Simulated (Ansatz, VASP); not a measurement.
**One calculation of MgO, two programs**

INCAR

```
PREC = Accurate ; ENCUT = 520
EDIFF = 1E-6 ; ISMEAR = 0
SIGMA = 0.05 ; LREAL = F
LASPH = T ; NELM = 100
ALGO = Normal ; ISIF = 2
LWAVE = F ; LCHARG = T
GGA = PS ; LELF = T
LVHAR = T ; NBANDS = 26
```

KPOINTS

```
Automatic mesh
0
Gamma
  6 6 6
```

File POSCAR:

```
MgO
1.0
    4.2703000000      0.0000000000      0.0000000000
    0.0000000000     -4.2703000000      0.0000000000
    0.0000000000      0.0000000000     -4.2703000000
Mg O
4 4
Direct
    0.0165587144      0.4834412856      0.5000000000
    0.5000000000      0.0000000000      0.5000000000
    0.5000000000      0.5000000000      0.0000000000
    0.0000000000      0.0000000000      0.0000000000
    0.5000000000      0.0000000000      0.0000000000
    0.0000000000      0.5000000000      0.0000000000
    0.0000000000      0.0000000000      0.5000000000
    0.5000000000      0.5000000000      0.5000000000
```

Input for Ansatz:

```yaml
crystal:
  lattice:
    - [4.2703, 0.0, 0.0]
    - [0.0, -4.2703, 0.0]
    - [0.0, 0.0, -4.2703]
  atoms:
    - { symbol: Mg, position: [0.0165587144, 0.4834412856, 0.5] }
    - { symbol: Mg, position: [0.5, 0.0, 0.5] }
    - { symbol: Mg, position: [0.5, 0.5, 0.0] }
    - { symbol: Mg, position: [0.0, 0.0, 0.0] }
    - { symbol: O, position: [0.5, 0.0, 0.0] }
    - { symbol: O, position: [0.0, 0.5, 0.0] }
    - { symbol: O, position: [0.0, 0.0, 0.5] }
    - { symbol: O, position: [0.5, 0.5, 0.5] }
basis:
  ecutwfc: 420
kpoints:
  mp_grid: { grid: [6, 6, 6] }
hamiltonian:
  xc: pbesol
scf:
  occupations: { method: gaussian, width: 0.05 }
output:
  forces: true
  stress: true
  eigenvalues: true
  write_density: true
  write_potential: true
  elf: true
  volumetric_format: npy
```

Alike in both runs: task single point; functional PBEsol; k mesh 6 × 6 × 6; occupations gaussian, width 0.05 eV; no spin polarisation.

```csv
,VASP,Ansatz
version,VASP 6.6.1,Ansatz 0.2.0
potentials or method,"VASP PAW PBE potentials, release 64 (Mg, O), cutoff 520 eV","scalar-relativistic, plane waves, PAW"
valence electrons in the cell,32,64
```

```csv
,VASP,Ansatz,Ansatz less VASP
gap on the k mesh at the Fermi level (eV),4.25,4.25,+0.001
least direct gap on the mesh (eV),4.25,4.25,+0.001
pressure (GPa),-6.1,-5.5,+0.58
"traceless stress, the component that is largest in VASP (GPa)",-0.23,-0.23,+0.002
rms of the force components (eV/Å),0.196,0.195,-0.0017
```

VASP's potentials were made for PBE, not for PBEsol. Atom by atom the forces differ by 0.002 eV/Å (rms over components). With one functional, cell and mesh, what is left measures potentials, basis and numerics. VASP's potentials hold 32 valence electrons a cell and Ansatz's 64, so a difference there can come from the potentials and not from the codes.
